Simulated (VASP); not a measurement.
# Al4Ni4B in VASP: relaxation of the atoms with PBEsol

Aim: the relaxation of the atoms of Al4Ni4B with PBEsol.

All numbers are computed with VASP 6.6.1; they aren't measurements. Logs are shortened: lines on timing, memory, paths and dates and some standing lists are left out, and cuts for length are marked.

## 1. The cell of the first run

The cell holds a slab with vacuum, 9 atoms: a = 2.862 Å, b = 4.048 Å, c = 25.072 Å, α = 90.00°, β = 90.00°, γ = 90.00°.

## 2. Relaxation of the atoms, PBEsol

The input, INCAR:

```
PREC = Accurate
ENCUT = 520
EDIFF = 1E-6
ISMEAR = 0
SIGMA = 0.1
LREAL = False
LASPH = True
NELM = 60
ALGO = Normal
ISIF = 2
LWAVE = False
LCHARG = False
LDIPOL = True
IDIPOL = 3
DIPOL = 0.5 0.5 0.483
GGA = PS
IBRION = 2
NSW = 90
EDIFFG = -0.03
KPAR = 4
```

The input, KPOINTS:

```
regular mesh
0
Gamma
  10 7 1
```

The input, POSCAR:

```
Al4Ni4B
1.0
    2.8621655562      0.0000000000      0.0000000000
    0.0000000000      4.0477133473      0.0000000000
    0.0000000000      0.0000000000     25.0715700210
Al Ni B
4 4 1
Selective dynamics
Direct
    0.0000000000      0.5000000000      0.3390294263  F F F
    0.0000000000      0.0000000000      0.4197525989  F F F
    0.0000000000      0.5000000000      0.5003066698  T T T
    0.0000000000      0.0000000000      0.5837646597  T T T
    0.5000000000      0.0000000000      0.3390294263  F F F
    0.5000000000      0.5000000000      0.4197525989  F F F
    0.5000000000      0.0000000000      0.4992450409  T T T
    0.5000000000      0.5000000000      0.5762809284  T T T
    0.0000000000      0.0000000000      0.6659294383  T T T
```

Potentials or basis: VASP PAW PBE potentials, release 64 (Al, Ni, B).

The run is started by

```console
$ cat potpaw_PBE.64/Al/POTCAR potpaw_PBE.64/Ni/POTCAR potpaw_PBE.64/B/POTCAR > POTCAR
$ mpirun -np 4 vasp_std > vasp.out
```

OUTCAR:

```text
PREC = Accurate
   ENCUT = 520
   EDIFF = 1E-6
   ISMEAR = 0
   LREAL = False
   LASPH = True
   NELM = 60
   ISIF = 2
   GGA = PS
   IBRION = 2
   NSW = 90
   EDIFFG = -0.03

 ion  position               nearest neighbor table
   1  0.000  0.500  0.339-   5 2.48   5 2.48   5 2.48   5 2.48   6 2.48   6 2.48   2 2.86   2 2.86

   2  0.000  0.000  0.420-   7 2.45   7 2.45   6 2.48   6 2.48   6 2.48   6 2.48   5 2.48   5 2.48
                             3 2.86   3 2.86   1 2.86   1 2.86
   3  0.000  0.500  0.500-   8 2.38   8 2.38   6 2.48   6 2.48   7 2.48   7 2.48   7 2.48   7 2.48
                             2 2.86   2 2.86   4 2.91   4 2.91
   4  0.000  0.000  0.584-   9 2.06   8 2.49   8 2.49   8 2.49   8 2.49   7 2.56   7 2.56   3 2.91
                             3 2.91
   5  0.500  0.000  0.339-   1 2.48   1 2.48   1 2.48   1 2.48   2 2.48   2 2.48   6 2.86   6 2.86

   6  0.500  0.500  0.420-   3 2.48   3 2.48   2 2.48   2 2.48   2 2.48   2 2.48   1 2.48   1 2.48
                             7 2.84   7 2.84   5 2.86   5 2.86
   7  0.500  0.000  0.499-   2 2.45   2 2.45   3 2.48   3 2.48   3 2.48   3 2.48   4 2.56   4 2.56
                             8 2.80   8 2.80   6 2.84   6 2.84
   8  0.500  0.500  0.576-   3 2.38   3 2.38   4 2.49   4 2.49   4 2.49   4 2.49   7 2.80   7 2.80

   9  0.000  0.000  0.666-   4 2.06

  LATTYP: Found a simple orthorhombic cell.
 ALAT       =     2.8621655562
 B/A-ratio  =     1.4142135624
 C/A-ratio  =     8.7596505264

  Lattice vectors:

 A1 = (   2.8621655562,   0.0000000000,   0.0000000000)
 A2 = (   0.0000000000,   4.0477133473,   0.0000000000)
 A3 = (   0.0000000000,   0.0000000000,  25.0715700210)

Analysis of symmetry for initial positions (statically):
=====================================================================
 Subroutine PRICEL returns:
 Original cell was already a primitive cell.

 Routine SETGRP: Setting up the symmetry group for a
 simple orthorhombic supercell.

 Subroutine GETGRP returns: Found  4 space group operations
 (whereof  4 operations were pure point group operations)
 out of a pool of  8 trial point group operations.

The static configuration has the point symmetry C_2v.

Analysis of symmetry for dynamics (positions and initial velocities):
=====================================================================
 Subroutine PRICEL returns:
 Original cell was already a primitive cell.

 Routine SETGRP: Setting up the symmetry group for a
 simple orthorhombic supercell.

 Subroutine GETGRP returns: Found  4 space group operations
 (whereof  4 operations were pure point group operations)
 out of a pool of  8 trial point group operations.

The dynamic configuration has the point symmetry C_2v.

Analysis of constrained symmetry for selective dynamics:
=====================================================================
 Subroutine PRICEL returns:
 Original cell was already a primitive cell.

 Routine SETGRP: Setting up the symmetry group for a
 simple orthorhombic supercell.

 Subroutine GETGRP returns: Found  4 space group operations
 (whereof  4 operations were pure point group operations)
 out of a pool of  8 trial point group operations.

The constrained configuration has the point symmetry C_2v.

 Subroutine INISYM returns: Found  4 space group operations
 (whereof  4 operations are pure point group operations),
 and found     1 'primitive' translations

----------------------------------------------------------------------------------------

                                     Primitive cell

  volume of cell :     290.4598

  direct lattice vectors                    reciprocal lattice vectors
     2.862165556  0.000000000  0.000000000     0.349385799  0.000000000  0.000000000
     0.000000000  4.047713347  0.000000000     0.000000000  0.247053068  0.000000000
     0.000000000  0.000000000 25.071570021     0.000000000  0.000000000  0.039885815

  length of vectors
     2.862165556  4.047713347 25.071570021     0.349385799  0.247053068  0.039885815

  position of ions in fractional coordinates (direct lattice)
[... 79 lines left out ...]
   ions per type =               4   4   1
   NGX,Y,Z   is equivalent  to a cutoff of  13.94, 12.32, 12.73 a.u.
   NGXF,Y,Z  is equivalent  to a cutoff of  27.88, 24.64, 25.46 a.u.
 SYSTEM =  unknown system
   PREC   = accura    normal or accurate (medium, high low for compatibility)
   ISTART =      0    job   : 0-new  1-cont  2-samecut
   ICHARG =      2    charge: 1-file 2-atom 10-const
   ISPIN  =      1    spin polarized calculation?
   LNONCOLLINEAR =      F non collinear calculations
   LSORBIT =      F    spin-orbit coupling
   LASPH  =      T    aspherical Exc in radial PAW
   ENCUT  =  520.0 eV  38.22 Ry    6.18 a.u.   5.32  7.53 46.62*2*pi/ulx,y,z
   NELM   =     60;   NELMIN=  2; NELMDL= -5     # of ELM steps
   EDIFF  = 0.1E-05   stopping-criterion for ELM
   LREAL  =      F    real-space projection
   EDIFFG = -.3E-01   stopping-criterion for IOM
   NSW    =     90    number of steps for IOM
   IBRION =      2    ionic relax: 0-MD 1-quasi-New 2-CG
   NFREE  =      1    steps in history (QN), initial steepest desc. (CG)
   ISIF   =      2    stress and relaxation
   ISYM   =      2    0-nonsym 1-usesym 2-fastsym
   POTIM  = 0.5000    time-step for ionic-motion
   TEBEG  =    0.0;   TEEND  =   0.0 temperature during run
   PSTRESS=    0.0 pullay stress
   NELECT =      55.0000    total number of electrons
   NUPDOWN=      -1.0000    fix difference up-down
   EMIN   =  10.00;   EMAX   =-10.00  energy-range for DOS
   EFERMI =   0.00;   METHOD = LEGACY
   ISMEAR =     0;   SIGMA  =   0.10  broadening in eV -4-tet -1-fermi 0-gaus
   EFERMI_NEDOS =   21; number of points for ismear=-14 and -15
   IALGO  =     38    algorithm
   IMIX   =      4    mixing-type and parameters
     AMIX     =   0.40;   BMIX     =  1.00
     AMIX_MAG =   1.60;   BMIX_MAG =  1.00
  volume/ion in A,a.u.               =      32.27       217.79
  Fermi-wavevector in a.u.,A,eV,Ry     =   0.940085  1.776503 12.024278  0.883760
  Thomas-Fermi vector in A             =   2.067461
   LORBIT       =      0    0 simple, 1 ext, 2 COOP (PROOUT), +10 PAW based schemes
   GGA     = PS    functional components
   LHFCALC =     F    Hartree Fock is set to
   AEXX    =    0.0000 exact exchange contribution
   IVDW    =     0    specifies the selected vdW correction
   LEPSILON=     F    determine dielectric tensor
   LRPA    =     F    only Hartree local field effects (RPA)
 conjugate gradient relaxation of ions
 non-spin polarized calculation
 Gauss-broadening in eV      SIGMA  =   0.10
  energy-cutoff  :      520.00
  volume of cell :      290.46
 maximum number of plane-waves:      7863
 NGX is ok and might be reduce to    24
   NGX = 11   NGY = 15   NGZ = 93

--------------------------------------- Ionic step        1  -------------------------------------------

 number of electron      55.0000001 magnetization

 Free energy of the ion-electron system (eV)
  ---------------------------------------------------
  ext. energy  EPLUGINS =         0.00000000
  ---------------------------------------------------
  free energy    TOTEN  =       -46.51696786 eV

  energy without entropy =      -46.47848950  energy(sigma->0) =      -46.49772868

------------------------ aborting loop because EDIFF is reached ----------------------------------------

  FORCE on cell =-STRESS in cart. coord.  units (eV):
  Direction    XX          YY          ZZ          XY          YZ          ZX
  --------------------------------------------------------------------------------------
  -------------------------------------------------------------------------------------
  Total       -6.9487139     -3.2829877      1.1144182      0.0000000      0.0000000      0.0000000
  in kB      -38.3291317    -18.1089723      6.1471348      0.0000000      0.0000000      0.0000000
  external PRESSURE =     -16.7636564 kB  Pullay stress =       0.0000000 kB
[... 24 lines left out ...]
  FREE ENERGIE OF THE ION-ELECTRON SYSTEM (eV)
  ---------------------------------------------------
  free  energy   TOTEN  =       -46.5169678643 eV

  energy  without entropy=      -46.4784894951  energy(sigma->0) =      -46.49772868

 dipolmoment           0.000000      0.000000     -0.043336 electrons x Angstroem

--------------------------------------- Ionic step        2  -------------------------------------------

 number of electron      55.0000002 magnetization

------------------------ aborting loop because EDIFF is reached ----------------------------------------
[... 75 lines left out ...]
  FREE ENERGIE OF THE ION-ELECTRON SYSTEM (eV)
  ---------------------------------------------------
  free  energy   TOTEN  =       -46.5855545902 eV

  energy  without entropy=      -46.5492476881  energy(sigma->0) =      -46.56740114

[... ionic steps 4 to 9 ...]

--------------------------------------- Ionic step       10  -------------------------------------------

 number of electron      55.0000001 magnetization

------------------------ aborting loop because EDIFF is reached ----------------------------------------
[... 81 lines left out ...]
--------------------------------------- Ionic step       12  -------------------------------------------

 number of electron      55.0000002 magnetization

 dipolmoment           0.000000      0.000000      0.050075 electrons x Angstroem

 Free energy of the ion-electron system (eV)
  ---------------------------------------------------
  ext. energy  EPLUGINS =         0.00000000
  ---------------------------------------------------
  free energy    TOTEN  =       -46.60991635 eV

  energy without entropy =      -46.57210911  energy(sigma->0) =      -46.59101273

 E-fermi :   0.0195     XC(G=0):  -5.2681

 val. band max:        0.0189612400   @ k =   0.4000   0.1429   0.0000
 cond. band min:       0.0534492233   @ k =   0.2000   0.1429   0.0000
 fundamental gap:      0.0344879834
 Fermi energy:         0.0195143849

 k-point     1 :       0.0000    0.0000    0.0000
  band No.  band energies     occupation
      1     -10.7880      2.00000
      2      -9.5033      2.00000
      3      -7.9197      2.00000
      4      -6.3144      2.00000
      5      -4.9321      2.00000
      6      -3.6343      2.00000
[... 853 lines left out ...]
     32       1.8274      0.00000
     33       2.1459      0.00000

------------------------ aborting loop because EDIFF is reached ----------------------------------------

 vacuum level on the upper side and lower side of the slab       (xc-potential included)         0.244        -0.517

  FORCE on cell =-STRESS in cart. coord.  units (eV):
  Direction    XX          YY          ZZ          XY          YZ          ZX
  --------------------------------------------------------------------------------------
  -------------------------------------------------------------------------------------
  Total       -7.3560587     -3.3506969     -0.6011678      0.0000000      0.0000000      0.0000000
  in kB      -40.5760472    -18.4824567     -3.3160438      0.0000000      0.0000000      0.0000000
  external PRESSURE =     -20.7915159 kB  Pullay stress =       0.0000000 kB
[... 24 lines left out ...]
  FREE ENERGIE OF THE ION-ELECTRON SYSTEM (eV)
  ---------------------------------------------------
  free  energy   TOTEN  =       -46.6099163455 eV

  energy  without entropy=      -46.5721091117  energy(sigma->0) =      -46.59101273

 reached required accuracy - stopping structural energy minimisation

 vacuum level on the upper side and lower side of the slab         5.683         4.904
```

It took 10 min on 4 MPI ranks of AMD EPYC 7R43 (Zen 3), shared host; peak memory 0.5 GiB.

Results:

* Free energy: -46.6099 eV
* Energy gained by relaxing: 10.3 meV/atom
* Ionic steps: 12
* Band gap on the k mesh: zero (an odd number of electrons rules out a gap without spin polarisation)

Step by step:
```tsv
step	energy change (eV)	largest force on free atoms (eV/Å)	pressure (GPa)
1	0.0000	1.2748	-1.68
2	-0.0665	0.2837	-1.85
3	-0.0686	0.2700	-1.86
4	-0.0729	0.2072	-1.93
5	-0.0803	0.2312	-2.00
6	-0.0813	0.3085	-2.05
7	-0.0853	0.2330	-2.05
8	-0.0918	0.0521	-2.07
9	-0.0922	0.0525	-2.10
10	-0.0926	0.0371	-2.08
11	-0.0927	0.0646	-2.08
12	-0.0929	0.0271	-2.08
```

Final structure:
```xyz
9
Lattice="2.8622 0.0000 0.0000 0.0000 4.0477 0.0000 0.0000 0.0000 25.0716" Properties=species:S:1:pos:R:3 pbc="T T T"
Al    0.0000    2.0239    8.5000
Al    0.0000    0.0000   10.5239
Al    0.0000    2.0239   12.5878
Al    0.0000    0.0000   14.5034
Ni    1.4311    0.0000    8.5000
Ni    1.4311    2.0239   10.5239
Ni    1.4311    0.0000   12.5049
Ni    1.4311    2.0239   14.6174
B     0.0000    0.0000   16.6568
```

Levels at points of the mesh, in eV from the Fermi level:
| k point | band 26 | band 27 | band 28 | band 29 | band 30 | band 31 |
| --- | --- | --- | --- | --- | --- | --- |
| (0.00, 0.00, 0.00) | -1.06 | -0.90 | -0.01 | 1.29 | 1.68 | 2.46 |
| (0.50, 0.00, 0.00) | -0.56 | -0.33 | 0.08 | 0.64 | 2.15 | 2.26 |

Caveat: the PAW data sets were made with another functional, which shifts forces and pressure a little.
